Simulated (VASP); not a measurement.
PtS2:

```
Pt S
1.0
     3.54320    0.00000    0.00000
    -1.77160    3.06850    0.00000
     0.00000    0.00000    5.03880
Pt S
1 2
Cartesian
  0.0000 0.0000 0.0000
  0.0000 2.0457 1.1438
  1.7716 1.0228 3.8950
```

Base run:

* Program: VASP 6.6.1
* Functional: r2SCAN
* Potentials or basis: VASP PAW PBE potentials, release 64 (Pt, S)
* Cutoff: 520 eV
* k mesh: 5 × 5 × 3
* Occupations: fermi-dirac, width 0.1 eV
* Spin: no spin polarisation

Its results: band gap on the k mesh 1.47 eV, indirect (least direct gap 1.59 eV); pressure 9.2 GPa; largest force 1.231 eV/Å.

The run is repeated on the same cell with these changes: k mesh from 5 × 5 × 3 to 7 × 7 × 4. What comes out?

Band gap on the k mesh 1.01 eV, indirect (least direct gap 1.20 eV); pressure 9.2 GPa; largest force 1.210 eV/Å.

Caveats: the PAW data sets were made with another functional, which shifts forces and pressure a little; spin-orbit coupling is left out, which moves the levels of the heavy elements.

A k mesh can miss the band edges.
